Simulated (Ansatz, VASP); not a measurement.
# Mg in VASP and in Ansatz

Contents of POSCAR:

```
Mg
1.0
    3.1437856987      0.0000000000      0.0000000000
   -1.5718928494      2.7225982792      0.0000000000
    0.0000000000      0.0000000000      5.1039375022
Mg
2
Direct
    0.6666666667      0.3333333333      0.7500000000
    0.3333333333      0.6666666667      0.2500000000
```

The input INCAR.step1:

```
SYSTEM = Mg
PREC     = Accurate       ! precision mode
ENCUT    = 520            ! plane-wave cutoff, eV
ISMEAR   = -1             ! smearing method
SIGMA    = 0.05           ! smearing width, eV
LREAL    = .False.        ! projectors in reciprocal space
LASPH    = .True.         ! aspherical terms in the spheres
NELM     = 80             ! most SCF steps
NBANDS   = 9              ! bands
GGA      = PE             ! functional
ALGO     = Normal         ! electronic algorithm
EDIFF    = 1E-4           ! SCF threshold, eV
LWAVE    = .True.         ! write WAVECAR
LCHARG   = .False.        ! write CHGCAR
```

INCAR.step2

```
SYSTEM = Mg
PREC     = Accurate       ! precision mode
ENCUT    = 520            ! plane-wave cutoff, eV
EDIFF    = 1E-6           ! SCF threshold, eV
ISMEAR   = -1             ! smearing method
SIGMA    = 0.05           ! smearing width, eV
LREAL    = .False.        ! projectors in reciprocal space
LASPH    = .True.         ! aspherical terms in the spheres
NELM     = 80             ! most SCF steps
ALGO     = Normal         ! electronic algorithm
ISIF     = 2              ! what is computed and relaxed
LWAVE    = .False.        ! write WAVECAR
LCHARG   = .True.         ! write CHGCAR
METAGGA  = R2SCAN         ! meta-GGA
LMIXTAU  = .True.       
IVDW     = 13             ! dispersion correction
VDW_S6   = 1.0          
VDW_S8   = 0.6018749    
VDW_A1   = 0.51559235   
VDW_A2   = 5.77342911   
LELF     = .True.         ! ELF
LVHAR    = .True.       
NBANDS   = 9              ! bands
ISTART   = 1
```

Contents of KPOINTS:

```
regular mesh
0
Gamma
  10 10 5
  0 0 0
```

input.yaml

```yaml
crystal:
  lattice:
    - [3.1437856987, 0.0, 0.0]
    - [-1.5718928494, 2.7225982792, 0.0]
    - [0.0, 0.0, 5.1039375022]
  atoms:
    - { symbol: Mg, position: [0.6666666667, 0.3333333333, 0.75] }
    - { symbol: Mg, position: [0.3333333333, 0.6666666667, 0.25] }
hamiltonian:
  xc: r2scan
  pseudopotentials: { kind: paw }
  dispersion: d4
kpoints:
  mp_grid: { grid: [10, 10, 5] }
scf:
  occupations: { method: fermi_dirac, width: 0.05 }
output:
  forces: true
  stress: true
  eigenvalues: true
  write_density: true
  write_potential: true
  elf: true
  volumetric_format: npy
```

Alike in both runs: task single point; functional r2SCAN; dispersion D4; k mesh 10 × 10 × 5; occupations fermi-dirac, width 0.05 eV; no spin polarisation.

```csv
,VASP,Ansatz
version,VASP 6.6.1,Ansatz 0.2.0
potentials or method,"VASP PAW PBE potentials, release 64 (Mg)",Ansatz PAW
plane-wave cutoff (eV),520,500
valence electrons in the cell,4,20
```

```tsv
	VASP	Ansatz	Ansatz less VASP
gap on the k mesh at the Fermi level (eV)	none	none	-
pressure (GPa)	0.9	1.2	+0.28
traceless stress, the component that is largest in VASP (GPa)	0.56	0.56	-0.004
```

VASP's potentials were made for PBE, not for r2SCAN. A gap of «none» marks a metal or a gap that the smearing closes. VASP's potentials hold 4 valence electrons a cell and Ansatz's 20, so a difference there can come from the potentials and not from the codes.
